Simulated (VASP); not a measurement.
# Hg (P6_3/mmc) in VASP: a series of runs

Runs on Hg. Level: PBEsol. Tasks: single point.

All numbers are computed with VASP 6.6.1; they aren't measurements. Logs are shortened: lines on timing, memory, paths and dates and some standing lists are left out, and cuts for length are marked.

## Step 1: The cell of the first run

It takes space group P6_3/mmc (No. 194, hexagonal). The conventional cell has a = 2.893 Å, b = 2.893 Å, c = 4.834 Å, α = 90.00°, β = 90.00°, γ = 120.00°. Hg (site symmetry -6m2) has 12 Hg at 2.89 to 2.94 Å within 3.8 Å.

## Step 2: Single point, PBEsol

Contents of INCAR:

```
SYSTEM = Hg
PREC = Accurate
ENCUT = 520
EDIFF = 1E-7
ISMEAR = -1
SIGMA = 0.05
LREAL = .FALSE.
LASPH = .TRUE.
NELM = 80
ALGO = Normal
ISIF = 2
LWAVE = .FALSE.
LCHARG = .TRUE.
GGA = PS
LELF = .TRUE.
LVHAR = .TRUE.
NBANDS = 19
```

Contents of KPOINTS:

```
Automatic mesh
0
G
  9 9 5
  0 0 0
```

Contents of POSCAR:

```
Hg
1.0
    2.8930591537      0.0000000000      0.0000000000
   -1.4465295768      2.5054627217      0.0000000000
    0.0000000000      0.0000000000      4.8337826007
Hg
2
Direct
    0.3333333333      0.6666666667      0.2500000000
    0.6666666667      0.3333333333      0.7500000000
```

Potentials or basis: VASP PAW PBE potentials, release 64 (Hg).

Launch:

```sh
cat potpaw_PBE.64/Hg/POTCAR > POTCAR
mpirun -np 1 vasp_std > vasp.out
```

OUTCAR:

```text
SYSTEM = Hg
   PREC = Accurate
   ENCUT = 520
   EDIFF = 1E-7
   ISMEAR = -1
   LREAL = .FALSE.
   LASPH = .TRUE.
   NELM = 80
   ISIF = 2
   GGA = PS

 ion  position               nearest neighbor table
   1  0.333  0.667  0.250-   2 2.94   2 2.94   2 2.94   2 2.94   2 2.94   2 2.94
   2  0.667  0.333  0.750-   1 2.94   1 2.94   1 2.94   1 2.94   1 2.94   1 2.94

  LATTYP: Found a hexagonal cell.
 ALAT       =     2.8930591537
 C/A-ratio  =     1.6708205204

  Lattice vectors:

 A1 = (   2.8930591537,   0.0000000000,   0.0000000000)
 A2 = (  -1.4465295768,   2.5054627217,   0.0000000000)
 A3 = (   0.0000000000,   0.0000000000,   4.8337826007)

Analysis of symmetry for initial positions (statically):
=====================================================================
 Subroutine PRICEL returns:
 Original cell was already a primitive cell.

 Routine SETGRP: Setting up the symmetry group for a
 hexagonal supercell.

 Subroutine GETGRP returns: Found 24 space group operations
 (whereof 12 operations were pure point group operations)
 out of a pool of 24 trial point group operations.

The static configuration has the point symmetry D_3d.
 The point group associated with its full space group is D_6h.

Analysis of symmetry for dynamics (positions and initial velocities):
=====================================================================
 Subroutine PRICEL returns:
 Original cell was already a primitive cell.

 Routine SETGRP: Setting up the symmetry group for a
 hexagonal supercell.

 Subroutine GETGRP returns: Found 24 space group operations
 (whereof 12 operations were pure point group operations)
 out of a pool of 24 trial point group operations.

The dynamic configuration has the point symmetry D_3d.
 The point group associated with its full space group is D_6h.

 Subroutine INISYM returns: Found 24 space group operations
 (whereof 12 operations are pure point group operations),
 and found     1 'primitive' translations

----------------------------------------------------------------------------------------

                                     Primitive cell

  volume of cell :      35.0374

  direct lattice vectors                    reciprocal lattice vectors
     2.893059154  0.000000000  0.000000000     0.345654875  0.199563935  0.000000000
    -1.446529577  2.505462722  0.000000000     0.000000000  0.399127870  0.000000000
     0.000000000  0.000000000  4.833782601     0.000000000  0.000000000  0.206877322

  length of vectors
     2.893059154  2.893059154  4.833782601     0.399127870  0.399127870  0.206877322

  position of ions in fractional coordinates (direct lattice)
     0.333333333  0.666666667  0.250000000
     0.666666667  0.333333333  0.750000000

  ion indices of the primitive-cell ions
   primitive index   ion index
                 1           1
                 2           2

----------------------------------------------------------------------------------------

 KPOINTS: Automatic mesh

Automatic generation of k-mesh.
 Grid dimensions read from file:
 generate k-points for:    9    9    5

 Generating k-lattice:

  Cartesian coordinates                     Fractional coordinates (reciprocal lattice)
     0.038406097  0.022173771  0.000000000     0.111111111  0.000000000  0.000000000
     0.000000000  0.044347541  0.000000000     0.000000000  0.111111111  0.000000000
     0.000000000  0.000000000  0.041375464     0.000000000  0.000000000  0.200000000

  Length of vectors
     0.044347541  0.044347541  0.041375464

  Shift w.r.t. Gamma in fractional coordinates (k-lattice)
     0.000000000  0.000000000  0.000000000

 Subroutine IBZKPT returns following result:
 ===========================================

 Found     36 irreducible k-points:

 Following reciprocal coordinates:
            Coordinates               Weight
  0.000000  0.000000  0.000000      1.000000
  0.111111  0.000000  0.000000      6.000000
  0.222222  0.000000  0.000000      6.000000
  0.333333  0.000000  0.000000      6.000000
  0.444444  0.000000  0.000000      6.000000
  0.111111  0.111111  0.000000      6.000000
[... 16 lines left out ...]
  0.333333  0.222222  0.200000     24.000000
  0.333333  0.333333  0.200000      4.000000
 [... further k-points ...]
   k-points           NKPTS =     36   k-points in BZ     NKDIM =     36   number of bands    NBANDS=     19
   number of dos      NEDOS =    301   number of ions     NIONS =      2
   total plane-waves  NPLWV =  20736
   dimension x,y,z NGX =    24 NGY =   24 NGZ =   36
   dimension x,y,z NGXF=    48 NGYF=   48 NGZF=   72
   ions per type =               2
   NGX,Y,Z   is equivalent  to a cutoff of  13.79, 13.79, 12.38 a.u.
   NGXF,Y,Z  is equivalent  to a cutoff of  27.58, 27.58, 24.76 a.u.
 SYSTEM =  Hg
   PREC   = accura    normal or accurate (medium, high low for compatibility)
   ISTART =      0    job   : 0-new  1-cont  2-samecut
   ICHARG =      2    charge: 1-file 2-atom 10-const
   ISPIN  =      1    spin polarized calculation?
   LNONCOLLINEAR =      F non collinear calculations
   LSORBIT =      F    spin-orbit coupling
   LASPH  =      T    aspherical Exc in radial PAW
   ENCUT  =  520.0 eV  38.22 Ry    6.18 a.u.   5.38  5.38  8.99*2*pi/ulx,y,z
   NELM   =     80;   NELMIN=  2; NELMDL= -5     # of ELM steps
   EDIFF  = 0.1E-06   stopping-criterion for ELM
   LREAL  =      F    real-space projection
   EDIFFG = 0.1E-05   stopping-criterion for IOM
   NSW    =      0    number of steps for IOM
   IBRION =     -1    ionic relax: 0-MD 1-quasi-New 2-CG
   NFREE  =      0    steps in history (QN), initial steepest desc. (CG)
   ISIF   =      2    stress and relaxation
   ISYM   =      2    0-nonsym 1-usesym 2-fastsym
   POTIM  = 0.5000    time-step for ionic-motion
   TEBEG  =    0.0;   TEEND  =   0.0 temperature during run
   PSTRESS=    0.0 pullay stress
   NELECT =      24.0000    total number of electrons
   NUPDOWN=      -1.0000    fix difference up-down
   EMIN   =  10.00;   EMAX   =-10.00  energy-range for DOS
   EFERMI =   0.00;   METHOD = LEGACY
   ISMEAR =    -1;   SIGMA  =   0.05  broadening in eV -4-tet -1-fermi 0-gaus
   EFERMI_NEDOS =   21; number of points for ismear=-14 and -15
   IALGO  =     38    algorithm
   IMIX   =      4    mixing-type and parameters
     AMIX     =   0.40;   BMIX     =  1.00
     AMIX_MAG =   1.60;   BMIX_MAG =  1.00
  volume/ion in A,a.u.               =      17.52       118.22
  Fermi-wavevector in a.u.,A,eV,Ry     =   1.443116  2.727093 28.335257  2.082583
  Thomas-Fermi vector in A             =   2.561560
   LORBIT       =      0    0 simple, 1 ext, 2 COOP (PROOUT), +10 PAW based schemes
   GGA     = PS    functional components
   LHFCALC =     F    Hartree Fock is set to
   AEXX    =    0.0000 exact exchange contribution
   IVDW    =     0    specifies the selected vdW correction
   LEPSILON=     F    determine dielectric tensor
   LRPA    =     F    only Hartree local field effects (RPA)
 non-spin polarized calculation
  energy-cutoff  :      520.00
  volume of cell :       35.04
 maximum number of plane-waves:       966
 NGX is ok and might be reduce to    24
   NGX = 11   NGY = 11   NGZ = 17

 number of electron      24.0000007 magnetization

 Free energy of the ion-electron system (eV)
  ---------------------------------------------------
  ext. energy  EPLUGINS =         0.00000000
  ---------------------------------------------------
  free energy    TOTEN  =        -0.27240304 eV

  energy without entropy =       -0.26816859  energy(sigma->0) =       -0.27028581

 E-fermi :   5.8357     XC(G=0): -12.7497

 val. band max:        5.8189684797   @ k =   0.3333   0.3333   0.4000
 cond. band min:       5.8929604139   @ k =   0.4444   0.1111   0.4000
 fundamental gap:      0.0739919342
 Fermi energy:         5.8357011913

 k-point     1 :       0.0000    0.0000    0.0000
  band No.  band energies     occupation
      1      -6.5472      2.00000
      2      -4.7745      2.00000
      3      -2.9351      2.00000
      4      -2.7297      2.00000
      5      -2.7297      2.00000
      6      -2.4918      2.00000
[... 11 lines left out ...]
     18      21.3262      0.00000
     19      24.2089      0.00000

 k-point     2 :       0.1111    0.0000    0.0000
  band No.  band energies     occupation
      1      -6.1802      2.00000
      2      -4.5199      2.00000
      3      -3.0441      2.00000
      4      -2.6440      2.00000
      5      -2.5369      2.00000
      6      -2.5166      2.00000
[... 11 lines left out ...]
     18      22.3093      0.00000
     19      22.6905      0.00000

 k-point     3 :       0.2222    0.0000    0.0000
  band No.  band energies     occupation
      1      -5.2313      2.00000
      2      -4.1076      2.00000
      3      -3.0744      2.00000
      4      -2.8731      2.00000
      5      -2.7687      2.00000
      6      -2.3261      2.00000
[... 11 lines left out ...]
     18      20.1056      0.00000
     19      21.3164      0.00000

 k-point     4 :       0.3333    0.0000    0.0000
  band No.  band energies     occupation
      1      -4.4483      2.00000
      2      -4.2346      2.00000
      3      -3.5775      2.00000
      4      -2.6046      2.00000
      5      -2.5679      2.00000
      6      -2.3836      2.00000
[... 11 lines left out ...]
     18      20.0136      0.00000
     19      20.5077      0.00000

 k-point     5 :       0.4444    0.0000    0.0000
  band No.  band energies     occupation
      1      -4.4725      2.00000
      2      -4.2938      2.00000
      3      -3.9628      2.00000
      4      -2.7113      2.00000
      5      -2.4404      2.00000
      6      -2.3052      2.00000
[... 11 lines left out ...]
     18      19.1722      0.00000
     19      20.6498      0.00000

 k-point     6 :       0.1111    0.1111    0.0000
  band No.  band energies     occupation
      1      -5.5027      2.00000
      2      -4.1158      2.00000
      3      -3.2334      2.00000
      4      -2.6946      2.00000
      5      -2.5822      2.00000
      6      -2.4209      2.00000
[... 11 lines left out ...]
     18      21.3747      0.00000
     19      22.1046      0.00000

 k-point     7 :       0.2222    0.1111    0.0000
  band No.  band energies     occupation
      1      -4.4960      2.00000
      2      -3.9113      2.00000
      3      -3.2937      2.00000
      4      -3.1251      2.00000
      5      -2.6939      2.00000
      6      -2.6415      2.00000
[... 11 lines left out ...]
     18      19.8459      0.00000
     19      20.7300      0.00000

 k-point     8 :       0.3333    0.1111    0.0000
  band No.  band energies     occupation
      1      -4.1710      2.00000
      2      -4.0867      2.00000
      3      -3.8063      2.00000
      4      -2.7633      2.00000
      5      -2.3967      2.00000
      6      -2.3481      2.00000
[... 256 lines left out ...]
 k-point    20 :       0.3333    0.1111    0.2000
  band No.  band energies     occupation
      1      -4.3198      2.00000
      2      -4.0711      2.00000
      3      -3.4628      2.00000
      4      -3.2372      2.00000
      5      -2.6479      2.00000
      6      -2.1598      2.00000
[... 11 lines left out ...]
     18      17.2808      0.00000
     19      20.7207      0.00000

 k-point    21 :       0.4444    0.1111    0.2000
  band No.  band energies     occupation
      1      -4.4019      2.00000
      2      -4.1994      2.00000
      3      -3.5405      2.00000
      4      -3.1889      2.00000
      5      -2.7780      2.00000
      6      -1.9595      2.00000
[... 11 lines left out ...]
     18      16.8033      0.00000
     19      20.2494      0.00000

 k-point    22 :       0.2222    0.2222    0.2000
  band No.  band energies     occupation
      1      -3.8486      2.00000
      2      -3.8097      2.00000
      3      -3.4224      2.00000
      4      -3.2585      2.00000
      5      -2.5468      2.00000
      6      -2.4913      2.00000
[... 11 lines left out ...]
     18      18.7820      0.00000
     19      19.5399      0.00000

 k-point    23 :       0.3333    0.2222    0.2000
  band No.  band energies     occupation
      1      -4.0133      2.00000
      2      -3.6676      2.00000
      3      -3.4096      2.00000
      4      -3.1852      2.00000
      5      -2.8252      2.00000
      6      -2.1756      2.00000
[... 11 lines left out ...]
     18      16.4135      0.00000
     19      18.7608      0.00000

 k-point    24 :       0.3333    0.3333    0.2000
  band No.  band energies     occupation
      1      -3.7719      2.00000
      2      -3.5177      2.00000
      3      -3.5177      2.00000
      4      -2.8894      2.00000
      5      -2.6673      2.00000
      6      -2.6673      2.00000
[... 11 lines left out ...]
     18      15.5758      0.00000
     19      17.2535      0.00000

 [... further k-points ...]

------------------------ aborting loop because EDIFF is reached ----------------------------------------

  FORCE on cell =-STRESS in cart. coord.  units (eV):
  Direction    XX          YY          ZZ          XY          YZ          ZX
  --------------------------------------------------------------------------------------
  -------------------------------------------------------------------------------------
  Total        6.9532992      6.9532992      6.9113721      0.0000000      0.0000000      0.0000000
  in kB      317.9575379    317.9575379    316.0403162      0.0000000      0.0000000      0.0000000
  external PRESSURE =     317.3184640 kB  Pullay stress =       0.0000000 kB

 VOLUME and BASIS-vectors are now :
 -----------------------------------------------------------------------------
  energy-cutoff  :      520.00
  volume of cell :       35.04
      direct lattice vectors                 reciprocal lattice vectors
     2.893059154  0.000000000  0.000000000     0.345654875  0.199563935  0.000000000
    -1.446529577  2.505462722  0.000000000     0.000000000  0.399127870  0.000000000
     0.000000000  0.000000000  4.833782601     0.000000000  0.000000000  0.206877322

 POSITION                                       TOTAL-FORCE (eV/Angst)
 -----------------------------------------------------------------------------------
     -0.00000      1.67031      1.20845         0.000000     -0.000000      0.000000
      1.44653      0.83515      3.62534        -0.000000      0.000000      0.000000
 -----------------------------------------------------------------------------------
    total drift:                                0.000000     -0.000000      0.000000

  FREE ENERGIE OF THE ION-ELECTRON SYSTEM (eV)
  ---------------------------------------------------
  free  energy   TOTEN  =        -0.2724030429 eV

  energy  without entropy=       -0.2681685870  energy(sigma->0) =       -0.27028581
```

It took 14 s on 1 thread of AMD EPYC 9R45 (Zen 5), shared host; peak memory 0.13 GiB.

What came out:

| Quantity | Value |
| --- | --- |
| Free energy | -0.2724 eV |
| Pressure | 31.7 GPa |
| Band gap on the k mesh | zero (bands 12 and 13 overlap by 1.92 eV) |

Stress tensor (GPa, compression positive):
```
31.80  0.00  0.00
 0.00 31.80  0.00
 0.00  0.00 31.60
```

Levels at points of the mesh, in eV from the Fermi level:
| k point | band 8 | band 9 | band 10 | band 11 | band 12 | band 13 | band 14 | band 15 | band 16 | band 17 |
| --- | --- | --- | --- | --- | --- | --- | --- | --- | --- | --- |
| (0.00, 0.00, 0.00) | -7.80 | -7.80 | -6.70 | -6.70 | -3.72 | -1.47 | 13.29 | 14.50 | 15.42 | 15.42 |

Caveat: the cell stands under pressure; the PAW data sets were made with another functional, which shifts forces and pressure a little; spin-orbit coupling is left out, which moves the levels of the heavy elements.

## Step 3: Single point, PBEsol

This run uses another cell than the first one, of 18.50 Å³/atom.

Contents of INCAR:

```
SYSTEM = Hg
PREC = Accurate
ENCUT = 520
EDIFF = 1E-7
ISMEAR = -1
SIGMA = 0.05
LREAL = .False.
LASPH = .True.
NELM = 60
ALGO = Normal
ISIF = 2
LWAVE = .False.
LCHARG = .False.
GGA = PS
NBANDS = 19
```

Contents of KPOINTS:

```
Automatic mesh
0
Gamma
  9 9 5
  0 0 0
```

Contents of POSCAR:

```
Hg
1.0
    2.9434328375      0.0000000000      0.0000000000
   -1.4717164188      2.5490876116      0.0000000000
    0.0000000000      0.0000000000      4.9320073347
Hg
2
Direct
    0.3333333333      0.6666666667      0.2500000000
    0.6666666667      0.3333333333      0.7500000000
```

Potentials or basis: VASP PAW PBE potentials, release 64 (Hg).

Launch:

```sh
cat potpaw_PBE.64/Hg/POTCAR > POTCAR
mpirun -np 1 vasp_std > vasp.out
```

It took 14 s on 1 thread of AMD EPYC 9R45 (Zen 5), shared host; peak memory 0.14 GiB.

It converged, with:

- Free energy: -0.5961 eV
- Pressure: 21.3 GPa
- Band gap on the k mesh: zero (bands 12 and 13 overlap by 1.94 eV)

Stress tensor (GPa, compression positive):
```
21.36  0.00  0.00
 0.00 21.36  0.00
 0.00  0.00 21.24
```

Levels at points of the mesh, in eV from the Fermi level:
| k point | band 10 | band 11 | band 12 | band 13 | band 14 | band 15 |
| --- | --- | --- | --- | --- | --- | --- |
| (0.00, 0.00, 0.00) | -6.46 | -6.46 | -3.27 | -1.53 | 13.41 | 14.42 |

Caveat: the cell stands under pressure; the PAW data sets were made with another functional, which shifts forces and pressure a little; spin-orbit coupling is left out, which moves the levels of the heavy elements.

The gap in the log of VASP goes by the Fermi energy; the results here count the filled bands.